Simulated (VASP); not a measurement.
# Nb (P6_3/mmc) in VASP: single point with PBE

Aim: the single point of Nb with PBE.

Everything below comes from runs of VASP 6.6.1. Logs are shortened: lines on timing, memory, paths and dates and some standing lists are left out, and cuts for length are marked.

**1. The cell of the first run**

The structure is hexagonal, space group P6_3/mmc (No. 194). Conventional cell: a = 2.805 Å, b = 2.805 Å, c = 4.438 Å, α = 90.00°, β = 90.00°, γ = 120.00°. Nb (site symmetry -6m2) has 12 Nb at 2.75 to 2.80 Å within 3.6 Å.

**2. Single point, PBE (Ru replaced by Nb, lengths x 1.074, strained)**

The input, INCAR:

```
  PREC = Accurate
  ENCUT = 520
  EDIFF = 1E-6
  ISMEAR = 0
  SIGMA = 0.1
  LREAL = F
  LASPH = T
  NELM = 60
  ALGO = Fast
  ISIF = 2
  LWAVE = F
  LCHARG = F
  GGA = PE
  NBANDS = 20
```

The input, KPOINTS:

```
regular mesh
0
Gamma
  18 18 10
```

The input, POSCAR:

```
Nb
1.0
    2.8045656061      0.0000000000      0.0000000000
   -1.4022828030      2.4288250615      0.0000000000
    0.0000000000      0.0000000000      4.4381966234
Nb
2
Direct
    0.3333333333      0.6666666667      0.2500000000
    0.6666666667      0.3333333333      0.7500000000
```

Potentials or basis: VASP PAW PBE potentials, release 64 (Nb_sv).

Command:

```
> cat potpaw_PBE.64/Nb_sv/POTCAR > POTCAR
> mpirun -np 1 vasp_std > vasp.out
```

OUTCAR:

```text
PREC = Accurate
   ENCUT = 520
   EDIFF = 1E-6
   ISMEAR = 0
   LREAL = F
   LASPH = T
   NELM = 60
   ISIF = 2
   GGA = PE

 ion  position               nearest neighbor table
   1  0.333  0.667  0.250-   2 2.75   2 2.75   2 2.75   2 2.75   2 2.75   2 2.75
   2  0.667  0.333  0.750-   1 2.75   1 2.75   1 2.75   1 2.75   1 2.75   1 2.75

  LATTYP: Found a hexagonal cell.
 ALAT       =     2.8045656061
 C/A-ratio  =     1.5824898564

  Lattice vectors:

 A1 = (   2.8045656061,   0.0000000000,   0.0000000000)
 A2 = (  -1.4022828030,   2.4288250615,   0.0000000000)
 A3 = (   0.0000000000,   0.0000000000,   4.4381966234)

Analysis of symmetry for initial positions (statically):
=====================================================================
 Subroutine PRICEL returns:
 Original cell was already a primitive cell.

 Routine SETGRP: Setting up the symmetry group for a
 hexagonal supercell.

 Subroutine GETGRP returns: Found 24 space group operations
 (whereof 12 operations were pure point group operations)
 out of a pool of 24 trial point group operations.

The static configuration has the point symmetry D_3d.
 The point group associated with its full space group is D_6h.

Analysis of symmetry for dynamics (positions and initial velocities):
=====================================================================
 Subroutine PRICEL returns:
 Original cell was already a primitive cell.

 Routine SETGRP: Setting up the symmetry group for a
 hexagonal supercell.

 Subroutine GETGRP returns: Found 24 space group operations
 (whereof 12 operations were pure point group operations)
 out of a pool of 24 trial point group operations.

The dynamic configuration has the point symmetry D_3d.
 The point group associated with its full space group is D_6h.

 Subroutine INISYM returns: Found 24 space group operations
 (whereof 12 operations are pure point group operations),
 and found     1 'primitive' translations

----------------------------------------------------------------------------------------

                                     Primitive cell

  volume of cell :      30.2321

  direct lattice vectors                    reciprocal lattice vectors
     2.804565606  0.000000000  0.000000000     0.356561457  0.205860853  0.000000000
    -1.402282803  2.428825061  0.000000000     0.000000000  0.411721707  0.000000000
[... 76 lines left out ...]
   PREC   = accura    normal or accurate (medium, high low for compatibility)
   ISTART =      0    job   : 0-new  1-cont  2-samecut
   ICHARG =      2    charge: 1-file 2-atom 10-const
   ISPIN  =      1    spin polarized calculation?
   LNONCOLLINEAR =      F non collinear calculations
   LSORBIT =      F    spin-orbit coupling
   LASPH  =      T    aspherical Exc in radial PAW
   ENCUT  =  520.0 eV  38.22 Ry    6.18 a.u.   5.21  5.21  8.25*2*pi/ulx,y,z
   NELM   =     60;   NELMIN=  2; NELMDL= -5     # of ELM steps
   EDIFF  = 0.1E-05   stopping-criterion for ELM
   LREAL  =      F    real-space projection
   EDIFFG = 0.1E-04   stopping-criterion for IOM
   NSW    =      0    number of steps for IOM
   IBRION =     -1    ionic relax: 0-MD 1-quasi-New 2-CG
   NFREE  =      0    steps in history (QN), initial steepest desc. (CG)
   ISIF   =      2    stress and relaxation
   ISYM   =      2    0-nonsym 1-usesym 2-fastsym
   POTIM  = 0.5000    time-step for ionic-motion
   TEBEG  =    0.0;   TEEND  =   0.0 temperature during run
   PSTRESS=    0.0 pullay stress
   NELECT =      26.0000    total number of electrons
   NUPDOWN=      -1.0000    fix difference up-down
   EMIN   =  10.00;   EMAX   =-10.00  energy-range for DOS
   EFERMI =   0.00;   METHOD = LEGACY
   ISMEAR =     0;   SIGMA  =   0.10  broadening in eV -4-tet -1-fermi 0-gaus
   EFERMI_NEDOS =   21; number of points for ismear=-14 and -15
   IALGO  =     68    algorithm
   IMIX   =      4    mixing-type and parameters
     AMIX     =   0.40;   BMIX     =  1.00
     AMIX_MAG =   1.60;   BMIX_MAG =  1.00
  volume/ion in A,a.u.               =      15.12       102.01
  Fermi-wavevector in a.u.,A,eV,Ry     =   1.556837  2.941995 32.977006  2.423742
  Thomas-Fermi vector in A             =   2.660575
   LORBIT       =      0    0 simple, 1 ext, 2 COOP (PROOUT), +10 PAW based schemes
   GGA     = PE    functional components
   LHFCALC =     F    Hartree Fock is set to
   AEXX    =    0.0000 exact exchange contribution
   IVDW    =     0    specifies the selected vdW correction
   LEPSILON=     F    determine dielectric tensor
   LRPA    =     F    only Hartree local field effects (RPA)
 non-spin polarized calculation
 RMM-DIIS sequential band-by-band and
 Gauss-broadening in eV      SIGMA  =   0.10
  energy-cutoff  :      520.00
  volume of cell :       30.23
 maximum number of plane-waves:       826
 NGX is ok and might be reduce to    24
   NGX = 11   NGY = 11   NGZ = 17

 number of electron      26.0000002 magnetization

 Free energy of the ion-electron system (eV)
  ---------------------------------------------------
  ext. energy  EPLUGINS =         0.00000000
  ---------------------------------------------------
  free energy    TOTEN  =       -18.76529498 eV

  energy without entropy =      -18.75480678  energy(sigma->0) =      -18.76005088

 E-fermi :  14.2645     XC(G=0): -13.4278

 val. band max:       14.2545262975   @ k =   0.1111   0.0000   0.2000
 cond. band min:      14.2689104675   @ k =   0.2778   0.2778   0.3000
 fundamental gap:      0.0143841700
 Fermi energy:        14.2644642840

 k-point     1 :       0.0000    0.0000    0.0000
  band No.  band energies     occupation
      1     -40.3969      2.00000
      2     -39.8868      2.00000
      3     -17.5370      2.00000
      4     -15.5866      2.00000
      5     -15.5866      2.00000
      6     -15.2504      2.00000
[... 541 lines left out ...]
     19      21.9740      0.00000
     20      24.9453      0.00000

 [... further k-points ...]
[... 5 lines left out ...]
  --------------------------------------------------------------------------------------
  -------------------------------------------------------------------------------------
  Total        8.6352807      8.6352807     10.7927191      0.0000000      0.0000000      0.0000000
  in kB      457.6344029    457.6344030    571.9697739      0.0000000      0.0000000      0.0000000
  external PRESSURE =     495.7461933 kB  Pullay stress =       0.0000000 kB

 VOLUME and BASIS-vectors are now :
 -----------------------------------------------------------------------------
  energy-cutoff  :      520.00
  volume of cell :       30.23
      direct lattice vectors                 reciprocal lattice vectors
     2.804565606  0.000000000  0.000000000     0.356561457  0.205860853  0.000000000
    -1.402282803  2.428825061  0.000000000     0.000000000  0.411721707  0.000000000
     0.000000000  0.000000000  4.438196623     0.000000000  0.000000000  0.225316741

 POSITION                                       TOTAL-FORCE (eV/Angst)
 -----------------------------------------------------------------------------------
     -0.00000      1.61922      1.10955         0.000000      0.000000      0.000000
      1.40228      0.80961      3.32865        -0.000000      0.000000      0.000000
 -----------------------------------------------------------------------------------
    total drift:                               -0.000000      0.000000     -0.000000

  FREE ENERGIE OF THE ION-ELECTRON SYSTEM (eV)
  ---------------------------------------------------
  free  energy   TOTEN  =       -18.7652949771 eV

  energy  without entropy=      -18.7548067769  energy(sigma->0) =      -18.76005088
```

Wall time 99 s (1 thread of Intel Xeon 6975P-C (Granite Rapids), shared host); peak memory 0.23 GiB.

What came out:

```yaml
Free_energy: -18.7653 eV
Pressure: 49.6 GPa
Band_gap_on_the_k_mesh: zero (band 13 reaches 16.20 eV, above the bottom of band 14 at 13.35 eV)
```

Caveat: the cell differs from its parent crystal (Ru replaced by Nb, lengths x 1.074, strained).
